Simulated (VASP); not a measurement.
# BaO (Fm-3m) in VASP: a series of runs, part 2 of 3

VASP 6.6.1. Earlier steps stand in the parts before.

## 3. Single point, PBE-based screened hybrid with 75 % exact exchange

POSCAR reads:

```
BaO
1.0
    0.0000000000      2.7718674917      2.7718674917
    2.7718674917      0.0000000000      2.7718674917
    2.7718674917      2.7718674917      0.0000000000
Ba O
1 1
Direct
    0.0000000000      0.0000000000      0.0000000000
    0.5000000000      0.5000000000      0.5000000000
```

INCAR.step1 reads:

```
SYSTEM = BaO
PREC = Accurate ; ENCUT = 520
EDIFF = 1E-5 ; ISMEAR = 0
SIGMA = 0.01 ; LREAL = .False.
LASPH = .True. ; NELM = 120
ALGO = Normal ; ISIF = 2
LWAVE = .True. ; GGA = PE
NBANDS = 15 ; GGA_COMPAT = .False.
```

INCAR.step2 reads:

```
SYSTEM = BaO
PREC = Accurate ; ENCUT = 520
EDIFF = 1E-6 ; ISMEAR = 0
SIGMA = 0.01 ; LREAL = .False.
LASPH = .True. ; NELM = 120
ALGO = Normal ; ISIF = 2
LWAVE = .False. ; LCHARG = .True.
GGA = PE ; LHFCALC = .True.
AEXX = 0.75 ; HFSCREEN = 0.2078
PRECFOCK = Normal ; LELF = .True.
LVHAR = .True. ; ISTART = 1
NBANDS = 15 ; GGA_COMPAT = .False.
```

KPOINTS reads:

```
regular mesh
0
Gamma
  4 4 4
  0 0 0
```

Potentials or basis: VASP PAW PBE potentials, release 64 (Ba_sv, O).

Launch:

```
> cat potpaw_PBE.64/Ba_sv/POTCAR potpaw_PBE.64/O/POTCAR > POTCAR
> cp INCAR.step1 INCAR
> mpirun -np 1 vasp_std > vasp.out
> cp INCAR.step2 INCAR
> mpirun -np 1 vasp_std > vasp.out
```

OUTCAR:

```text
SYSTEM = BaO
   PREC = Accurate
   ENCUT = 520
   EDIFF = 1E-6
   ISMEAR = 0
   LREAL = .False.
   LASPH = .True.
   NELM = 120
   ISIF = 2
   GGA = PE
   LHFCALC = .True.
   AEXX = 0.75
   HFSCREEN = 0.2078
   PRECFOCK = Normal
   ISTART = 1

 ion  position               nearest neighbor table
   1  0.000  0.000  0.000-   2 2.77   2 2.77   2 2.77   2 2.77   2 2.77   2 2.77
   2  0.500  0.500  0.500-   1 2.77   1 2.77   1 2.77   1 2.77   1 2.77   1 2.77

  LATTYP: Found a face centered cubic cell.
 ALAT       =     5.5437349834

  Lattice vectors:

 A1 = (   0.0000000000,   2.7718674917,   2.7718674917)
 A2 = (   2.7718674917,   0.0000000000,   2.7718674917)
 A3 = (   2.7718674917,   2.7718674917,   0.0000000000)

Analysis of symmetry for initial positions (statically):
=====================================================================
 Subroutine PRICEL returns:
 Original cell was already a primitive cell.

 Routine SETGRP: Setting up the symmetry group for a
 face centered cubic supercell.

 Subroutine GETGRP returns: Found 48 space group operations
 (whereof 48 operations were pure point group operations)
 out of a pool of 48 trial point group operations.

The static configuration has the point symmetry O_h .

Analysis of symmetry for dynamics (positions and initial velocities):
=====================================================================
 Subroutine PRICEL returns:
 Original cell was already a primitive cell.

 Routine SETGRP: Setting up the symmetry group for a
 face centered cubic supercell.

 Subroutine GETGRP returns: Found 48 space group operations
 (whereof 48 operations were pure point group operations)
 out of a pool of 48 trial point group operations.

The dynamic configuration has the point symmetry O_h .

 Subroutine INISYM returns: Found 48 space group operations
 (whereof 48 operations are pure point group operations),
 and found     1 'primitive' translations

----------------------------------------------------------------------------------------

                                     Primitive cell

  volume of cell :      42.5939

  direct lattice vectors                    reciprocal lattice vectors
     0.000000000  2.771867492  2.771867492    -0.180383803  0.180383803  0.180383803
     2.771867492  0.000000000  2.771867492     0.180383803 -0.180383803  0.180383803
     2.771867492  2.771867492  0.000000000     0.180383803  0.180383803 -0.180383803

  length of vectors
     3.920012600  3.920012600  3.920012600     0.312433912  0.312433912  0.312433912

  position of ions in fractional coordinates (direct lattice)
     0.000000000  0.000000000  0.000000000
     0.500000000  0.500000000  0.500000000

  ion indices of the primitive-cell ions
   primitive index   ion index
                 1           1
                 2           2

----------------------------------------------------------------------------------------

 KPOINTS: regular mesh

Automatic generation of k-mesh.
 Grid dimensions read from file:
 generate k-points for:    4    4    4

 Generating k-lattice:

[... 32 lines left out ...]
   NGX,Y,Z   is equivalent  to a cutoff of  12.72, 12.72, 12.72 a.u.
   NGXF,Y,Z  is equivalent  to a cutoff of  25.45, 25.45, 25.45 a.u.
 SYSTEM =  BaO
   PREC   = accura    normal or accurate (medium, high low for compatibility)
   ISTART =      1    job   : 0-new  1-cont  2-samecut
   ICHARG =      0    charge: 1-file 2-atom 10-const
   ISPIN  =      1    spin polarized calculation?
   LNONCOLLINEAR =      F non collinear calculations
   LSORBIT =      F    spin-orbit coupling
   LASPH  =      T    aspherical Exc in radial PAW
   ENCUT  =  520.0 eV  38.22 Ry    6.18 a.u.   7.29  7.29  7.29*2*pi/ulx,y,z
   NELM   =    120;   NELMIN=  2; NELMDL=  0     # of ELM steps
   EDIFF  = 0.1E-05   stopping-criterion for ELM
   LREAL  =      F    real-space projection
   EDIFFG = 0.1E-04   stopping-criterion for IOM
   NSW    =      0    number of steps for IOM
   IBRION =     -1    ionic relax: 0-MD 1-quasi-New 2-CG
   NFREE  =      0    steps in history (QN), initial steepest desc. (CG)
   ISIF   =      2    stress and relaxation
   ISYM   =      3    0-nonsym 1-usesym 2-fastsym
   POTIM  = 0.5000    time-step for ionic-motion
   TEBEG  =    0.0;   TEEND  =   0.0 temperature during run
   PSTRESS=    0.0 pullay stress
   NELECT =      16.0000    total number of electrons
   NUPDOWN=      -1.0000    fix difference up-down
   EMIN   =  10.00;   EMAX   =-10.00  energy-range for DOS
   EFERMI =   0.00;   METHOD = LEGACY
   ISMEAR =     0;   SIGMA  =   0.01  broadening in eV -4-tet -1-fermi 0-gaus
   EFERMI_NEDOS =   21; number of points for ismear=-14 and -15
   IALGO  =     38    algorithm
   IMIX   =      1    mixing-type and parameters
     AMIX     =   0.40;   BMIX     =  1.00
     AMIX_MAG =   1.60;   BMIX_MAG =  1.00
  volume/ion in A,a.u.               =      21.30       143.72
  Fermi-wavevector in a.u.,A,eV,Ry     =   1.181224  2.232190 18.984084  1.395291
  Thomas-Fermi vector in A             =   2.317502
   LORBIT       =      0    0 simple, 1 ext, 2 COOP (PROOUT), +10 PAW based schemes
   GGA     = PE    functional components
   LHFCALC =     T    Hartree Fock is set to
   PRECFOCK=normal    Normal, Fast or Accurate (Low or Medium for compatibility)
   ENCUT4O =  -1.0   cutoff for four orbital integrals eV
   NKREDX  =     1    reduce k-point grid by
   NKREDY  =     1    reduce k-point grid by
   NKREDZ  =     1    reduce k-point grid by
   AEXX    =    0.7500 exact exchange contribution
   HFSCREEN=    0.2078 screening length (either q_TF or 0.3 A-1)
   HFSCREENC=   0.2078 screening length for correlation (either q_TF or 0.3 A-1)
   ENCUTFOCK=  -1.0 apply spherical cutoff to Coloumb kernel
   IVDW    =     0    specifies the selected vdW correction
   LEPSILON=     F    determine dielectric tensor
   LRPA    =     F    only Hartree local field effects (RPA)
 non-spin polarized calculation
 Gauss-broadening in eV      SIGMA  =   0.01
  energy-cutoff  :      520.00
  volume of cell :       42.59
 maximum number of plane-waves:      1162
 NGX is ok and might be reduce to    30
  NGX = 24; NGY = 24; NGZ = 24

 number of electron      15.9999999 magnetization

 Free energy of the ion-electron system (eV)
  ---------------------------------------------------
  ext. energy  EPLUGINS =         0.00000000
  ---------------------------------------------------
  free energy    TOTEN  =       -18.30515909 eV

  energy without entropy =      -18.30515909  energy(sigma->0) =      -18.30515909

 E-fermi :  -1.1253     XC(G=0):  -4.6544

 val. band max:       -1.1915523012   @ k =   0.5000   0.5000   0.0000
 cond. band min:       4.8582541123   @ k =   0.5000   0.5000   0.0000
 fundamental gap:      6.0498064135
 Fermi energy:        -1.1252775201

 k-point     1 :       0.0000    0.0000    0.0000
  band No.  band energies     occupation
      1     -31.3501      2.00000
      2     -20.6280      2.00000
      3     -12.6092      2.00000
      4     -12.6092      2.00000
      5     -12.6092      2.00000
      6      -1.7192      2.00000
      7      -1.7192      2.00000
      8      -1.7192      2.00000
      9       6.5965      0.00000
     10       7.9883      0.00000
     11       7.9883      0.00000
     12       7.9883      0.00000
     13      10.4871      0.00000
     14      10.4871      0.00000
[... 113 lines left out ...]
      2     -21.0474      2.00000
      3     -13.8959      2.00000
      4     -13.8959      2.00000
      5     -12.6958      2.00000
      6      -2.8460      2.00000
      7      -1.4231      2.00000
      8      -1.4231      2.00000
      9       7.8056      0.00000
     10       7.8056      0.00000
     11      10.4871      0.00000
     12      13.8794      0.00000
     13      14.0403      0.00000
     14      15.8319      0.00000
     15      17.3413      0.00000

------------------------ aborting loop because EDIFF is reached ----------------------------------------

  FORCE on cell =-STRESS in cart. coord.  units (eV):
  Direction    XX          YY          ZZ          XY          YZ          ZX
  --------------------------------------------------------------------------------------
  -------------------------------------------------------------------------------------
  Total       -0.5883340     -0.5883340     -0.5883340     -0.0000000      0.0000000     -0.0000000
  in kB      -22.1302914    -22.1302914    -22.1302914     -0.0000000      0.0000000     -0.0000000
  external PRESSURE =     -22.1302914 kB  Pullay stress =       0.0000000 kB

 VOLUME and BASIS-vectors are now :
 -----------------------------------------------------------------------------
  energy-cutoff  :      520.00
  volume of cell :       42.59
      direct lattice vectors                 reciprocal lattice vectors
     0.000000000  2.771867492  2.771867492    -0.180383803  0.180383803  0.180383803
     2.771867492  0.000000000  2.771867492     0.180383803 -0.180383803  0.180383803
     2.771867492  2.771867492  0.000000000     0.180383803  0.180383803 -0.180383803

 POSITION                                       TOTAL-FORCE (eV/Angst)
 -----------------------------------------------------------------------------------
      0.00000      0.00000      0.00000         0.000000      0.000000     -0.000000
      2.77187      2.77187      2.77187        -0.000000     -0.000000      0.000000
 -----------------------------------------------------------------------------------
    total drift:                               -0.000000      0.000000      0.000000

  FREE ENERGIE OF THE ION-ELECTRON SYSTEM (eV)
  ---------------------------------------------------
  free  energy   TOTEN  =       -18.3051590905 eV

  energy  without entropy=      -18.3051590905  energy(sigma->0) =      -18.30515909
```

Wall time 13 min (1 thread of Intel Xeon Platinum 8375C at 2.90GHz (Ice Lake), shared host); peak memory 0.27 GiB.

Results:

| Property | Result |
| --- | --- |
| Free energy | -18.3052 eV |
| Pressure | -2.2 GPa |
| Band gap on the k mesh | 6.05 eV |

Levels at points of the mesh, in eV from the valence-band top:
| k point | band 5 | band 6 | band 7 | band 8 | band 9 | band 10 | band 11 | band 12 |
| --- | --- | --- | --- | --- | --- | --- | --- | --- |
| (0.00, 0.00, 0.00) | -11.42 | -0.53 | -0.53 | -0.53 | 7.79 | 9.18 | 9.18 | 9.18 |
| (0.50, 0.00, 0.00) | -11.50 | -2.22 | -1.79 | -1.79 | 9.37 | 12.11 | 12.11 | 12.57 |
| (0.50, 0.50, 0.00) | -12.14 | -0.25 | -0.25 | 0.00 | 6.05 | 10.69 | 13.97 | 14.20 |

Caveat: the k points lie up to 0.49 Å⁻¹ apart; the PAW data sets were made with another functional, which shifts forces and pressure a little; spin-orbit coupling is left out, which moves the levels of the heavy elements. A k mesh can miss the band edges.

(Continued in part 3 of 3.)
